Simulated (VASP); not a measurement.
# Ir (P6_3/mmc) in VASP: settings compared, part 2 of 3

VASP 6.6.1. The steps go on from the part before.

### 3 Single point, RPBE+D3(BJ)

This run uses another cell than the first one, of 13.04 Å³/atom.

File INCAR:

```
SYSTEM = Ir
PREC = Accurate
ENCUT = 520
EDIFF = 1E-6
ISMEAR = -1
SIGMA = 0.05
LREAL = .False.
LASPH = .True.
NELM = 80
ALGO = Fast
ISIF = 2
LWAVE = .False.
LCHARG = .False.
GGA = RP
IVDW = 12
NBANDS = 16
```

File KPOINTS:

```
regular mesh
0
Gamma
  11 11 6
  0 0 0
```

File POSCAR:

```
Ir
1.0
    2.6463752668      0.0000000000      0.0000000000
   -1.3231876334      2.2918282090      0.0000000000
    0.0000000000      0.0000000000      4.3007821074
Ir
2
Direct
    0.3333333333      0.6666666667      0.2500000000
    0.6666666667      0.3333333333      0.7500000000
```

Potentials or basis: VASP PAW PBE potentials, release 64 (Ir).

Started as:

```sh
> cat potpaw_PBE.64/Ir/POTCAR > POTCAR
> mpirun -np 1 vasp_std > vasp.out
```

OUTCAR:

```text
SYSTEM = Ir
   PREC = Accurate
   ENCUT = 520
   EDIFF = 1E-6
   ISMEAR = -1
   LREAL = .False.
   LASPH = .True.
   NELM = 80
   ISIF = 2
   GGA = RP
   IVDW = 12
 IVDW          = 12

 ion  position               nearest neighbor table
   1  0.333  0.667  0.250-   2 2.64   2 2.64   2 2.64   2 2.64   2 2.64   2 2.64
   2  0.667  0.333  0.750-   1 2.64   1 2.64   1 2.64   1 2.64   1 2.64   1 2.64

  LATTYP: Found a hexagonal cell.
 ALAT       =     2.6463752668
 C/A-ratio  =     1.6251595763

  Lattice vectors:

 A1 = (   2.6463752668,   0.0000000000,   0.0000000000)
 A2 = (  -1.3231876334,   2.2918282090,   0.0000000000)
 A3 = (   0.0000000000,   0.0000000000,   4.3007821074)

Analysis of symmetry for initial positions (statically):
=====================================================================
 Subroutine PRICEL returns:
 Original cell was already a primitive cell.

 Routine SETGRP: Setting up the symmetry group for a
 hexagonal supercell.

 Subroutine GETGRP returns: Found 24 space group operations
 (whereof 12 operations were pure point group operations)
 out of a pool of 24 trial point group operations.

The static configuration has the point symmetry D_3d.
 The point group associated with its full space group is D_6h.

Analysis of symmetry for dynamics (positions and initial velocities):
=====================================================================
 Subroutine PRICEL returns:
 Original cell was already a primitive cell.

 Routine SETGRP: Setting up the symmetry group for a
 hexagonal supercell.

 Subroutine GETGRP returns: Found 24 space group operations
 (whereof 12 operations were pure point group operations)
 out of a pool of 24 trial point group operations.

The dynamic configuration has the point symmetry D_3d.
 The point group associated with its full space group is D_6h.

 Subroutine INISYM returns: Found 24 space group operations
 (whereof 12 operations are pure point group operations),
 and found     1 'primitive' translations

----------------------------------------------------------------------------------------

                                     Primitive cell

  volume of cell :      26.0844

  direct lattice vectors                    reciprocal lattice vectors
     2.646375267  0.000000000  0.000000000     0.377875357  0.218166439  0.000000000
    -1.323187633  2.291828209  0.000000000     0.000000000  0.436332879  0.000000000
     0.000000000  0.000000000  4.300782107     0.000000000  0.000000000  0.232515848

  length of vectors
     2.646375267  2.646375267  4.300782107     0.436332879  0.436332879  0.232515848

  position of ions in fractional coordinates (direct lattice)
     0.333333333  0.666666667  0.250000000
     0.666666667  0.333333333  0.750000000

  ion indices of the primitive-cell ions
   primitive index   ion index
                 1           1
                 2           2

----------------------------------------------------------------------------------------

 KPOINTS: regular mesh

Automatic generation of k-mesh.
 Grid dimensions read from file:
 generate k-points for:   11   11    6

 Generating k-lattice:

  Cartesian coordinates                     Fractional coordinates (reciprocal lattice)
     0.034352305  0.019833313  0.000000000     0.090909091  0.000000000  0.000000000
     0.000000000  0.039666625  0.000000000     0.000000000  0.090909091  0.000000000
     0.000000000  0.000000000  0.038752641     0.000000000  0.000000000  0.166666667

  Length of vectors
     0.039666625  0.039666625  0.038752641

  Shift w.r.t. Gamma in fractional coordinates (k-lattice)
     0.000000000  0.000000000  0.000000000

 Subroutine IBZKPT returns following result:
 ===========================================

 Found     64 irreducible k-points:

 Following reciprocal coordinates:
            Coordinates               Weight
  0.000000  0.000000  0.000000      1.000000
  0.090909  0.000000  0.000000      6.000000
  0.181818  0.000000  0.000000      6.000000
  0.272727  0.000000  0.000000      6.000000
  0.363636  0.000000  0.000000      6.000000
  0.454545  0.000000  0.000000      6.000000
[... 16 lines left out ...]
  0.090909  0.090909  0.166667     12.000000
  0.181818  0.090909  0.166667     24.000000
 [... further k-points ...]
   k-points           NKPTS =     64   k-points in BZ     NKDIM =     64   number of bands    NBANDS=     16
   number of dos      NEDOS =    301   number of ions     NIONS =      2
   total plane-waves  NPLWV =  12800
   dimension x,y,z NGX =    20 NGY =   20 NGZ =   32
   dimension x,y,z NGXF=    40 NGYF=   40 NGZF=   64
   ions per type =               2
   NGX,Y,Z   is equivalent  to a cutoff of  12.56, 12.56, 12.37 a.u.
   NGXF,Y,Z  is equivalent  to a cutoff of  25.13, 25.13, 24.74 a.u.
 SYSTEM =  Ir
   PREC   = accura    normal or accurate (medium, high low for compatibility)
   ISTART =      0    job   : 0-new  1-cont  2-samecut
   ICHARG =      2    charge: 1-file 2-atom 10-const
   ISPIN  =      1    spin polarized calculation?
   LNONCOLLINEAR =      F non collinear calculations
   LSORBIT =      F    spin-orbit coupling
   LASPH  =      T    aspherical Exc in radial PAW
   ENCUT  =  520.0 eV  38.22 Ry    6.18 a.u.   4.92  4.92  8.00*2*pi/ulx,y,z
   NELM   =     80;   NELMIN=  2; NELMDL= -5     # of ELM steps
   EDIFF  = 0.1E-05   stopping-criterion for ELM
   LREAL  =      F    real-space projection
   EDIFFG = 0.1E-04   stopping-criterion for IOM
   NSW    =      0    number of steps for IOM
   IBRION =     -1    ionic relax: 0-MD 1-quasi-New 2-CG
   NFREE  =      0    steps in history (QN), initial steepest desc. (CG)
   ISIF   =      2    stress and relaxation
   ISYM   =      2    0-nonsym 1-usesym 2-fastsym
   POTIM  = 0.5000    time-step for ionic-motion
   TEBEG  =    0.0;   TEEND  =   0.0 temperature during run
   PSTRESS=    0.0 pullay stress
   NELECT =      18.0000    total number of electrons
   NUPDOWN=      -1.0000    fix difference up-down
   EMIN   =  10.00;   EMAX   =-10.00  energy-range for DOS
   EFERMI =   0.00;   METHOD = LEGACY
   ISMEAR =    -1;   SIGMA  =   0.05  broadening in eV -4-tet -1-fermi 0-gaus
   EFERMI_NEDOS =   21; number of points for ismear=-14 and -15
   IALGO  =     68    algorithm
   IMIX   =      4    mixing-type and parameters
     AMIX     =   0.40;   BMIX     =  1.00
     AMIX_MAG =   1.60;   BMIX_MAG =  1.00
  volume/ion in A,a.u.               =      13.04        88.01
  Fermi-wavevector in a.u.,A,eV,Ry     =   1.446678  2.733826 28.475343  2.092879
  Thomas-Fermi vector in A             =   2.564720
   LORBIT       =      0    0 simple, 1 ext, 2 COOP (PROOUT), +10 PAW based schemes
   GGA     = RP    functional components
   LHFCALC =     F    Hartree Fock is set to
   AEXX    =    0.0000 exact exchange contribution
   IVDW    =    12    specifies the selected vdW correction
   LEPSILON=     F    determine dielectric tensor
   LRPA    =     F    only Hartree local field effects (RPA)
 non-spin polarized calculation
 RMM-DIIS sequential band-by-band and
  energy-cutoff  :      520.00
  volume of cell :       26.08
 maximum number of plane-waves:       717
 NGX is ok and might be reduce to    20
   NGX =  9   NGY =  9   NGZ = 15

 number of electron      17.9999999 magnetization

 Free energy of the ion-electron system (eV)
  ---------------------------------------------------
  ext. energy  EPLUGINS =         0.00000000
  ---------------------------------------------------
  free energy    TOTEN  =       -15.68569935 eV

  energy without entropy =      -15.66426766  energy(sigma->0) =      -15.67498351

 E-fermi :  12.0732     XC(G=0): -14.4451

 val. band max:       12.0470528281   @ k =   0.3636   0.1818   0.1667
 cond. band min:      12.0813812183   @ k =   0.2727   0.0909   0.3333
 fundamental gap:      0.0343283901
 Fermi energy:        12.0732068767

 k-point     1 :       0.0000    0.0000    0.0000
  band No.  band energies     occupation
      1      -0.0487      2.00000
      2       2.9756      2.00000
      3       7.5842      2.00000
      4       7.7130      2.00000
      5       7.7130      2.00000
      6       8.4662      2.00000
[... 8 lines left out ...]
     15      28.3827      0.00000
     16      29.6883      0.00000
[... 419 lines left out ...]
 k-point    24 :       0.1818    0.0909    0.1667
  band No.  band energies     occupation
      1       2.3518      2.00000
      2       4.6541      2.00000
      3       6.0223      2.00000
      4       6.2721      2.00000
      5       7.3711      2.00000
      6       8.0959      2.00000
[... 8 lines left out ...]
     15      28.2354      0.00000
     16      29.1067      0.00000

 [... further k-points ...]

------------------------ aborting loop because EDIFF is reached ----------------------------------------

 Edisp (eV)   -9.10133

 E8    (eV) :    -6.2335

  FORCE on cell =-STRESS in cart. coord.  units (eV):
  Direction    XX          YY          ZZ          XY          YZ          ZX
  --------------------------------------------------------------------------------------
  -------------------------------------------------------------------------------------
  Total       0.16142     0.16142     0.17642     0.00000     0.00000     0.00000
  in kB       9.91459     9.91459    10.83636     0.00000     0.00000     0.00000
  external pressure =       10.22 kB  Pullay stress =        0.00 kB

 VOLUME and BASIS-vectors are now :
 -----------------------------------------------------------------------------
  energy-cutoff  :      520.00
  volume of cell :       26.08
      direct lattice vectors                 reciprocal lattice vectors
     2.646375267  0.000000000  0.000000000     0.377875357  0.218166439  0.000000000
    -1.323187633  2.291828209  0.000000000     0.000000000  0.436332879  0.000000000
     0.000000000  0.000000000  4.300782107     0.000000000  0.000000000  0.232515848

 POSITION                                       TOTAL-FORCE (eV/Angst)
 -----------------------------------------------------------------------------------
     -0.00000      1.52789      1.07520        -0.000000     -0.000000      0.000000
      1.32319      0.76394      3.22559         0.000000      0.000000      0.000000
 -----------------------------------------------------------------------------------
    total drift:                               -0.000000      0.000000     -0.000000

  FREE ENERGIE OF THE ION-ELECTRON SYSTEM (eV)
  ---------------------------------------------------
  free  energy   TOTEN  =       -24.7870250948 eV

  energy  without entropy=      -24.7655933995  energy(sigma->0) =      -24.77630925
```

OSZICAR:

```text
N       E                     dE             d eps       ncg     rms          rms(c)
DAV:   1     0.150237750981E+03    0.15024E+03   -0.85997E+03  2048   0.116E+03
DAV:   2    -0.129620436307E+02   -0.16320E+03   -0.14766E+03  2048   0.316E+02
DAV:   3    -0.165769257218E+02   -0.36149E+01   -0.35738E+01  2792   0.567E+01
DAV:   4    -0.166166877202E+02   -0.39762E-01   -0.39751E-01  2408   0.493E+00
DAV:   5    -0.166177854295E+02   -0.10977E-02   -0.10977E-02  2888   0.855E-01    0.274E+01
RMM:   6    -0.158858588906E+02    0.73193E+00   -0.64444E-01  2076   0.912E+00    0.124E+01
RMM:   7    -0.156917770615E+02    0.19408E+00   -0.45672E-01  2162   0.585E+00    0.189E+00
RMM:   8    -0.156890616818E+02    0.27154E-02   -0.60222E-02  2382   0.265E+00    0.123E+00
RMM:   9    -0.156879322900E+02    0.11294E-02   -0.10208E-02  2392   0.689E-01    0.511E-01
RMM:  10    -0.156857294401E+02    0.22028E-02   -0.10905E-02  2162   0.136E+00    0.115E-01
RMM:  11    -0.156856831652E+02    0.46275E-04   -0.95101E-04  2312   0.383E-01    0.136E-01
RMM:  12    -0.156857125200E+02   -0.29355E-04   -0.28771E-04  2397   0.991E-02    0.106E-01
RMM:  13    -0.156857047139E+02    0.78061E-05   -0.30446E-05  2601   0.414E-02    0.837E-02
RMM:  14    -0.156857107214E+02   -0.60074E-05   -0.63701E-06  2274   0.284E-02    0.105E-01
RMM:  15    -0.156857044395E+02    0.62818E-05   -0.43043E-06  2244   0.216E-02    0.680E-02
RMM:  16    -0.156857000321E+02    0.44075E-05   -0.53883E-06  2257   0.221E-02    0.276E-02
RMM:  17    -0.156856993535E+02    0.67854E-06   -0.30660E-06  1854   0.143E-02
   1 F= -.24787025E+02 E0= -.24776309E+02  d E =-.214317E-01
```

stdout:

```text
POSCAR found type information on POSCAR Ir
 POSCAR found :  1 types and       2 ions
 scaLAPACK will be used
 -----------------------------------------------------------------------------
|                                                                             |
|                                                                             |
|     You enforced a specific xc type in the INCAR file but a different       |
|     I HOPE YOU KNOW WHAT YOU ARE DOING!                                     |
|                                                                             |
 -----------------------------------------------------------------------------

 LDA part: xc-table for (Slater+PW92), standard interpolation
 POSCAR, INCAR and KPOINTS ok, starting setup
 FFT: planning ... GRIDC
 FFT: planning ... GRID_SOFT
 FFT: planning ... GRID
 WAVECAR not read
 entering main loop
```

Wall time 15 s (1 thread of Intel Xeon Platinum 8488C (Sapphire Rapids), shared host); peak memory 0.16 GiB.

What came out:

- Free energy: -24.7870 eV
- Pressure: 1.0 GPa
- Band gap on the k mesh: zero (bands 9 and 10 overlap by 3.70 eV)
- Dispersion energy per atom: -4.551 eV

Stress tensor (GPa, compression positive):
```
0.99 0.00 0.00
0.00 0.99 0.00
0.00 0.00 1.08
```

Levels at points of the mesh, in eV from the Fermi level:
```csv
k point,band 6,band 7,band 8,band 9,band 10,band 11,band 12,band 13
"(0.00, 0.00, 0.00)",-3.61,-3.61,-2.67,-2.67,-1.04,0.32,0.32,7.90
"(0.00, 0.00, 0.50)",-4.49,-4.49,-4.49,-0.51,-0.51,-0.51,-0.51,13.62
```

Caveat: the dispersion term is far too large for a dense solid, which distorts pressure and volume; the PAW data sets were made with another functional, which shifts forces and pressure a little; spin-orbit coupling is left out, which moves the levels of the heavy elements.

### 4 Single point, PBEsol+D4

This run uses another cell than the first one, of 13.92 Å³/atom.

File INCAR:

```
  PREC = Accurate
  ENCUT = 520
  EDIFF = 1E-6
  ISMEAR = -1
  SIGMA = 0.05
  LREAL = F
  LASPH = T
  NELM = 60
  ALGO = Normal
  ISIF = 2
  LWAVE = F
  LCHARG = T
  GGA = PS
  IVDW = 13
  LELF = T
  LVHAR = T
  NBANDS = 16
```

File KPOINTS:

```
Automatic mesh
0
Gamma
  11 11 6
```

File POSCAR:

```
Ir
1.0
    2.7066798000      0.0000000000      0.0000000000
   -1.3533399000      2.3440534667      0.0000000000
    0.0000000000      0.0000000000      4.3890849388
Ir
2
Direct
    0.3333333333      0.6666666667      0.2500000000
    0.6666666667      0.3333333333      0.7500000000
```

Started as:

```sh
> cat potpaw_PBE.64/Ir/POTCAR > POTCAR
> mpirun -np 1 vasp_std > vasp.out
```

Wall time 12 s (1 thread of Intel Xeon Platinum 8488C (Sapphire Rapids), shared host); peak memory 0.16 GiB.

The run converged. Its results:

| Item | Value |
| --- | --- |
| Free energy | -20.5523 eV |
| Pressure | 1.1 GPa |
| Band gap on the k mesh | zero (bands 9 and 10 overlap by 3.36 eV) |
| Dispersion energy per atom | -0.546 eV |

Levels at points of the mesh, in eV from the Fermi level:
```
           k point  band 6  band 7  band 8  band 9  band 10  band 11  band 12  band 13
(0.00, 0.00, 0.00)   -3.27   -3.27   -2.44   -2.44    -0.91     0.30     0.30     7.22
(0.00, 0.00, 0.50)   -4.08   -4.08   -4.08   -0.47    -0.47    -0.47    -0.47    13.63
```

Caveat: the PAW data sets were made with another functional, which shifts forces and pressure a little; spin-orbit coupling is left out, which moves the levels of the heavy elements.

[end of part 2 of 3]

The gap in the log of VASP goes by the Fermi energy; the results here count the filled bands.